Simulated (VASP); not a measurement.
Wanted: the native input for a VASP 6.6.1 run.

```
Task                   : single point
Functional             : PBE
Potentials or basis    : VASP PAW PBE potentials, release 64 (Ca_sv, Si, Se)
Cutoff                 : 520 eV
k mesh                 : 6 × 6 × 4
Occupations            : gaussian, width 0.1 eV
Spin                   : no spin polarisation
Dipole correction      : no
Further INCAR settings : ALGO = Normal; EDIFF = 1e-06; NBANDS = 28
```

The structure of Ca3SiSe lies in POSCAR:

```
Ca3SiSe
1.0
    4.7132107400      0.0000000000      0.0000000000
   -2.3566053700      4.0817602400      0.0000000000
    0.0000000000      0.0000000000      7.4374623500
Ca Si Se
3 1 1
Direct
    0.0000000000      0.0000000000      0.0044930000
    0.3333333300      0.6666666700      0.3649359900
    0.6666666700      0.3333333300      0.6258559800
    0.3333333300      0.6666666700      0.7796450300
    0.6666666700      0.3333333300      0.2250700000
```

The input as run:

INCAR

```
PREC     = Accurate       # precision mode
ENCUT    = 520            # plane-wave cutoff, eV
EDIFF    = 1E-6           # SCF threshold, eV
ISMEAR   = 0              # smearing method
SIGMA    = 0.1            # smearing width, eV
LREAL    = F              # projectors in reciprocal space
LASPH    = T              # aspherical terms in the spheres
NELM     = 100            # most SCF steps
ALGO     = Normal         # electronic algorithm
ISIF     = 2              # what is computed and relaxed
LWAVE    = F              # write WAVECAR
LCHARG   = T              # write CHGCAR
GGA      = PE             # functional
LELF     = T              # ELF
LVHAR    = T            
NBANDS   = 28             # bands
```

KPOINTS

```
regular mesh
0
Gamma
  6 6 4
```

Potentials or basis: VASP PAW PBE potentials, release 64 (Ca_sv, Si, Se).

The run is started by

```bash
$ cat potpaw_PBE.64/Ca_sv/POTCAR potpaw_PBE.64/Si/POTCAR potpaw_PBE.64/Se/POTCAR > POTCAR
$ mpirun -np 1 vasp_std > vasp.out
```

Results of the run:

The pressure is 0.8 GPa and the largest force is 1.511 eV/Å. The band gap on the k mesh is 0.12 eV, indirect (least direct gap 0.18 eV).

Caveat: forces of over 1 eV/Å act on the atoms, so gaps and moduli don't describe the material at rest.

Run time: 37 s on 1 thread of Intel(R) Xeon(R) 6975P-C (Granite Rapids), with other jobs on the host, peak memory 0.3 GiB.
